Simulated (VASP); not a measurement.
# ScAl3 (P4/mmm) in VASP: single point with r2SCAN

Aim: the single point of ScAl3 with r2SCAN.

Everything below comes from runs of VASP 6.6.1. Logs are shortened: lines on timing, memory, paths and dates and some standing lists are left out, and cuts for length are marked.

**1. The cell of the first run**

Symmetry: P4/mmm, No. 123, tetragonal system. Conventional cell: a = 4.331 Å, b = 4.331 Å, c = 3.938 Å, α = 90.00°, β = 90.00°, γ = 90.00°. Within 4.0 Å of Sc (site symmetry 4/mmm) lie 12 Al at 2.93 to 3.06 Å and 2 Sc at 3.94 Å. Al (site symmetry mmm) has 4 Sc at 2.93 Å and 10 Al at 2.93 to 3.94 Å within 4.0 Å. Al (site symmetry 4/mmm) has 10 Al at 2.93 to 3.94 Å and 4 Sc at 3.06 Å within 4.0 Å.

**2. Single point, r2SCAN (biaxial strain in the a-b plane: +6.0 %)**

The input, POSCAR:

```
ScAl3
1.0
    4.3306687627      0.0000000000      0.0000000000
    0.0000000000      4.3306687627      0.0000000000
    0.0000000000      0.0000000000      3.9384572521
Sc Al
1 3
Direct
    0.0000000000      0.0000000000      0.0000000000
    0.5000000000      0.0000000000      0.5000000000
    0.0000000000      0.5000000000      0.5000000000
    0.5000000000      0.5000000000      0.0000000000
```

The input, INCAR.step1:

```
ALGO = Normal ; EDIFF = 1E-4
ENCUT = 520 ; GGA = PE
ISMEAR = 0 ; LASPH = True
LCHARG = False ; LREAL = False
LWAVE = True ; NBANDS = 18
NELM = 100 ; PREC = Accurate
SIGMA = 0.1
```

The input, INCAR.step2:

```
ALGO = Normal ; EDIFF = 1E-6
ENCUT = 520 ; ISIF = 2
ISMEAR = 0 ; ISTART = 1
LASPH = True ; LCHARG = False
LMIXTAU = True ; LREAL = False
LWAVE = False ; METAGGA = R2SCAN
NBANDS = 18 ; NELM = 100
PREC = Accurate ; SIGMA = 0.1
```

The input, KPOINTS:

```
k-points
0
Gamma
  14 14 14
```

Potentials or basis: VASP PAW PBE potentials, release 64 (Sc_sv, Al).

Launch:

```bash
> cat potpaw_PBE.64/Sc_sv/POTCAR potpaw_PBE.64/Al/POTCAR > POTCAR
> cp INCAR.step1 INCAR
> mpirun -np 1 vasp_std > vasp.out
> cp INCAR.step2 INCAR
> mpirun -np 1 vasp_std > vasp.out
```

OUTCAR:

```text
EDIFF = 1E-6
   ENCUT = 520
   ISIF = 2
   ISMEAR = 0
   ISTART = 1
   LASPH = True
   LREAL = False
   METAGGA = R2SCAN
   NELM = 100
   PREC = Accurate

 ion  position               nearest neighbor table
   1  0.000  0.000  0.000-   2 2.93   3 2.93   2 2.93   3 2.93   3 2.93   3 2.93   2 2.93   2 2.93
                             4 3.06   4 3.06   4 3.06   4 3.06
   2  0.500  0.000  0.500-   1 2.93   4 2.93   1 2.93   4 2.93   4 2.93   4 2.93   1 2.93   1 2.93
                             3 3.06   3 3.06   3 3.06   3 3.06
   3  0.000  0.500  0.500-   1 2.93   4 2.93   1 2.93   4 2.93   1 2.93   1 2.93   4 2.93   4 2.93
                             2 3.06   2 3.06   2 3.06   2 3.06
   4  0.500  0.500  0.000-   2 2.93   3 2.93   2 2.93   3 2.93   2 2.93   2 2.93   3 2.93   3 2.93
                             1 3.06   1 3.06   1 3.06   1 3.06

  LATTYP: Found a simple tetragonal cell.
 ALAT       =     4.3306687627
 C/A-ratio  =     0.9094339623

  Lattice vectors:

 A1 = (   4.3306687627,   0.0000000000,   0.0000000000)
 A2 = (   0.0000000000,   4.3306687627,   0.0000000000)
 A3 = (   0.0000000000,   0.0000000000,   3.9384572521)

Analysis of symmetry for initial positions (statically):
=====================================================================
 Subroutine PRICEL returns:
 Original cell was already a primitive cell.

 Routine SETGRP: Setting up the symmetry group for a
 simple tetragonal supercell.

 Subroutine GETGRP returns: Found 16 space group operations
 (whereof 16 operations were pure point group operations)
 out of a pool of 16 trial point group operations.

The static configuration has the point symmetry D_4h.

Analysis of symmetry for dynamics (positions and initial velocities):
=====================================================================
 Subroutine PRICEL returns:
 Original cell was already a primitive cell.

 Routine SETGRP: Setting up the symmetry group for a
 simple tetragonal supercell.

 Subroutine GETGRP returns: Found 16 space group operations
 (whereof 16 operations were pure point group operations)
 out of a pool of 16 trial point group operations.

The dynamic configuration has the point symmetry D_4h.

 Subroutine INISYM returns: Found 16 space group operations
 (whereof 16 operations are pure point group operations),
 and found     1 'primitive' translations

----------------------------------------------------------------------------------------

                                     Primitive cell

  volume of cell :      73.8646

  direct lattice vectors                    reciprocal lattice vectors
     4.330668763  0.000000000  0.000000000     0.230911218  0.000000000  0.000000000
     0.000000000  4.330668763  0.000000000     0.000000000  0.230911218  0.000000000
     0.000000000  0.000000000  3.938457252     0.000000000  0.000000000  0.253906526

  length of vectors
     4.330668763  4.330668763  3.938457252     0.230911218  0.230911218  0.253906526

  position of ions in fractional coordinates (direct lattice)
     0.000000000  0.000000000  0.000000000
     0.500000000  0.000000000  0.500000000
     0.000000000  0.500000000  0.500000000
     0.500000000  0.500000000  0.000000000

  ion indices of the primitive-cell ions
   primitive index   ion index
                 1           1
                 2           2
                 3           3
                 4           4

----------------------------------------------------------------------------------------

 KPOINTS: k-points

Automatic generation of k-mesh.
 Grid dimensions read from file:
 generate k-points for:   14   14   14

 Generating k-lattice:

  Cartesian coordinates                     Fractional coordinates (reciprocal lattice)
     0.016493658  0.000000000  0.000000000     0.071428571  0.000000000  0.000000000
     0.000000000  0.016493658  0.000000000     0.000000000  0.071428571  0.000000000
     0.000000000  0.000000000  0.018136180     0.000000000  0.000000000  0.071428571

  Length of vectors
     0.016493658  0.016493658  0.018136180

  Shift w.r.t. Gamma in fractional coordinates (k-lattice)
     0.000000000  0.000000000  0.000000000

 Subroutine IBZKPT returns following result:
 ===========================================

 Found    288 irreducible k-points:

 Following reciprocal coordinates:
            Coordinates               Weight
  0.000000  0.000000  0.000000      1.000000
  0.071429  0.000000  0.000000      4.000000
  0.142857  0.000000  0.000000      4.000000
  0.214286  0.000000  0.000000      4.000000
  0.285714  0.000000  0.000000      4.000000
  0.357143  0.000000  0.000000      4.000000
[... 16 lines left out ...]
  0.285714  0.214286  0.000000      8.000000
  0.357143  0.214286  0.000000      8.000000
 [... further k-points ...]
   k-points           NKPTS =    288   k-points in BZ     NKDIM =    288   number of bands    NBANDS=     18
   number of dos      NEDOS =    301   number of ions     NIONS =      4
   total plane-waves  NPLWV =  30720
   dimension x,y,z NGX =    32 NGY =   32 NGZ =   30
   dimension x,y,z NGXF=    64 NGYF=   64 NGZF=   60
   ions per type =               1   3
   NGX,Y,Z   is equivalent  to a cutoff of  12.28, 12.28, 12.66 a.u.
   NGXF,Y,Z  is equivalent  to a cutoff of  24.57, 24.57, 25.33 a.u.
 SYSTEM =  unknown system
   PREC   = accura    normal or accurate (medium, high low for compatibility)
   ISTART =      1    job   : 0-new  1-cont  2-samecut
   ICHARG =      0    charge: 1-file 2-atom 10-const
   ISPIN  =      1    spin polarized calculation?
   LNONCOLLINEAR =      F non collinear calculations
   LSORBIT =      F    spin-orbit coupling
   LASPH  =      T    aspherical Exc in radial PAW
   ENCUT  =  520.0 eV  38.22 Ry    6.18 a.u.   8.05  8.05  7.32*2*pi/ulx,y,z
   NELM   =    100;   NELMIN=  2; NELMDL=  0     # of ELM steps
   EDIFF  = 0.1E-05   stopping-criterion for ELM
   LREAL  =      F    real-space projection
   EDIFFG = 0.1E-04   stopping-criterion for IOM
   NSW    =      0    number of steps for IOM
   IBRION =     -1    ionic relax: 0-MD 1-quasi-New 2-CG
   NFREE  =      0    steps in history (QN), initial steepest desc. (CG)
   ISIF   =      2    stress and relaxation
   ISYM   =      2    0-nonsym 1-usesym 2-fastsym
   POTIM  = 0.5000    time-step for ionic-motion
   TEBEG  =    0.0;   TEEND  =   0.0 temperature during run
   PSTRESS=    0.0 pullay stress
   NELECT =      20.0000    total number of electrons
   NUPDOWN=      -1.0000    fix difference up-down
   EMIN   =  10.00;   EMAX   =-10.00  energy-range for DOS
   EFERMI =   0.00;   METHOD = LEGACY
   ISMEAR =     0;   SIGMA  =   0.10  broadening in eV -4-tet -1-fermi 0-gaus
   EFERMI_NEDOS =   21; number of points for ismear=-14 and -15
   IALGO  =     38    algorithm
   IMIX   =      4    mixing-type and parameters
     AMIX     =   0.40;   BMIX     =  1.00
     AMIX_MAG =   1.60;   BMIX_MAG =  1.00
  volume/ion in A,a.u.               =      18.47       124.62
  Fermi-wavevector in a.u.,A,eV,Ry     =   1.059106  2.001420 15.261733  1.121706
  Thomas-Fermi vector in A             =   2.194440
   LORBIT       =      0    0 simple, 1 ext, 2 COOP (PROOUT), +10 PAW based schemes
   METAGGA = R2SCAN    functional components
   LHFCALC =     F    Hartree Fock is set to
   AEXX    =    0.0000 exact exchange contribution
   IVDW    =     0    specifies the selected vdW correction
   LEPSILON=     F    determine dielectric tensor
   LRPA    =     F    only Hartree local field effects (RPA)
 non-spin polarized calculation
 Gauss-broadening in eV      SIGMA  =   0.10
  energy-cutoff  :      520.00
  volume of cell :       73.86
 maximum number of plane-waves:      2024
   NGX = 17   NGY = 17   NGZ = 15

 number of electron      20.0000001 magnetization

 Free energy of the ion-electron system (eV)
  ---------------------------------------------------
  ext. energy  EPLUGINS =         0.00000000
  ---------------------------------------------------
  free energy    TOTEN  =       -33.22599213 eV

  energy without entropy =      -33.21928089  energy(sigma->0) =      -33.22263651

 E-fermi :   6.6335     XC(G=0): -10.8087

 val. band max:        6.6157517322   @ k =   0.1429   0.0000   0.1429
 cond. band min:       6.6335522837   @ k =   0.5000   0.4286   0.0000
 fundamental gap:      0.0178005515
 Fermi energy:         6.6335327903

 k-point     1 :       0.0000    0.0000    0.0000
  band No.  band energies     occupation
      1     -44.7525      2.00000
      2     -22.4794      2.00000
      3     -22.4794      2.00000
      4     -22.4194      2.00000
      5      -3.6047      2.00000
      6       3.4810      2.00000
[... 10 lines left out ...]
     17      11.5495      0.00000
     18      11.5495      0.00000

 k-point     2 :       0.0714    0.0000    0.0000
  band No.  band energies     occupation
      1     -44.7525      2.00000
      2     -22.4803      2.00000
      3     -22.4793      2.00000
      4     -22.4193      2.00000
      5      -3.5608      2.00000
      6       3.0489      2.00000
[... 10 lines left out ...]
     17      11.5373      0.00000
     18      12.0046      0.00000

 k-point     3 :       0.1429    0.0000    0.0000
  band No.  band energies     occupation
      1     -44.7524      2.00000
      2     -22.4828      2.00000
      3     -22.4791      2.00000
      4     -22.4191      2.00000
      5      -3.4297      2.00000
      6       2.2747      2.00000
[... 10 lines left out ...]
     17      11.4648      0.00000
     18      12.1941      0.00000

 k-point     4 :       0.2143    0.0000    0.0000
  band No.  band energies     occupation
      1     -44.7523      2.00000
      2     -22.4864      2.00000
      3     -22.4789      2.00000
      4     -22.4189      2.00000
      5      -3.2136      2.00000
      6       1.4650      2.00000
[... 375 lines left out ...]
      4     -22.4184      2.00000
      5      -2.8318      2.00000
      6       1.5817      2.00000
[... 10 lines left out ...]
     17      11.6793      0.00000
     18      11.6843      0.00000

 k-point    23 :       0.2857    0.2143    0.0000
  band No.  band energies     occupation
      1     -44.7519      2.00000
      2     -22.4896      2.00000
      3     -22.4853      2.00000
      4     -22.4182      2.00000
      5      -2.5427      2.00000
      6       0.9953      2.00000
[... 10 lines left out ...]
     17      11.1271      0.00000
     18      12.1775      0.00000

 k-point    24 :       0.3571    0.2143    0.0000
  band No.  band energies     occupation
      1     -44.7518      2.00000
      2     -22.4931      2.00000
      3     -22.4850      2.00000
      4     -22.4179      2.00000
      5      -2.1860      2.00000
      6       0.3043      2.00000
[... 10 lines left out ...]
     17      11.1418      0.00000
     18      12.3263      0.00000

 [... further k-points ...]

------------------------ aborting loop because EDIFF is reached ----------------------------------------

  FORCE on cell =-STRESS in cart. coord.  units (eV):
  Direction    XX          YY          ZZ          XY          YZ          ZX
  --------------------------------------------------------------------------------------
  -------------------------------------------------------------------------------------
  Total       -4.3637308     -4.3637308      0.5742903      0.0000000      0.0000000      0.0000000
  in kB      -94.6525824    -94.6525824     12.4567854      0.0000000      0.0000000      0.0000000
  external PRESSURE =     -58.9494598 kB  Pullay stress =       0.0000000 kB

 VOLUME and BASIS-vectors are now :
 -----------------------------------------------------------------------------
  energy-cutoff  :      520.00
  volume of cell :       73.86
      direct lattice vectors                 reciprocal lattice vectors
     4.330668763  0.000000000  0.000000000     0.230911218  0.000000000  0.000000000
     0.000000000  4.330668763  0.000000000     0.000000000  0.230911218  0.000000000
     0.000000000  0.000000000  3.938457252     0.000000000  0.000000000  0.253906526

 POSITION                                       TOTAL-FORCE (eV/Angst)
 -----------------------------------------------------------------------------------
      0.00000      0.00000      0.00000         0.000000      0.000000      0.000000
      2.16533      0.00000      1.96923         0.000000      0.000000      0.000000
      0.00000      2.16533      1.96923         0.000000      0.000000      0.000000
      2.16533      2.16533      0.00000         0.000000      0.000000      0.000000
 -----------------------------------------------------------------------------------
    total drift:                               -0.000000      0.000000     -0.000000

  FREE ENERGIE OF THE ION-ELECTRON SYSTEM (eV)
  ---------------------------------------------------
  free  energy   TOTEN  =       -33.2259921335 eV

  energy  without entropy=      -33.2192808942  energy(sigma->0) =      -33.22263651
```

It took 7.2 min on 1 thread of Intel Xeon 6975P-C (Granite Rapids), shared host; peak memory 0.45 GiB.

Results:

| Quantity | Value |
| --- | --- |
| Free energy | -33.2260 eV |
| Pressure | -5.9 GPa |
| Band gap on the k mesh | zero (bands 10 and 11 overlap by 3.70 eV) |

Levels at points of the mesh, in eV from the Fermi level:
| k point | band 6 | band 7 | band 8 | band 9 | band 10 | band 11 | band 12 | band 13 | band 14 | band 15 |
| --- | --- | --- | --- | --- | --- | --- | --- | --- | --- | --- |
| (0.00, 0.00, 0.00) | -3.15 | -2.40 | -2.40 | -2.22 | -1.00 | 1.15 | 1.33 | 1.50 | 1.50 | 4.66 |
| (0.50, 0.00, 0.00) | -7.62 | -2.13 | -1.37 | -1.03 | 0.23 | 0.42 | 1.71 | 1.74 | 1.85 | 2.15 |
| (0.50, 0.50, 0.00) | -6.15 | -6.15 | -4.53 | -0.04 | -0.04 | 1.87 | 1.89 | 2.11 | 2.18 | 4.18 |
| (0.00, 0.00, 0.50) | -7.32 | -1.94 | -1.94 | -1.64 | 0.39 | 0.60 | 0.60 | 1.24 | 1.65 | 2.91 |
| (0.50, 0.00, 0.50) | -5.78 | -5.59 | -4.48 | -0.85 | -0.56 | 0.93 | 1.02 | 2.00 | 2.84 | 2.99 |
| (0.50, 0.50, 0.50) | -4.88 | -4.80 | -4.51 | -3.29 | -3.29 | -2.92 | 0.81 | 2.40 | 3.05 | 3.76 |

Caveat: the cell differs from its parent crystal (biaxial strain in the a-b plane: +6.0 %); the stress differs along the axes, from -9 to 1 GPa; the PAW data sets were made with another functional, which shifts forces and pressure a little.
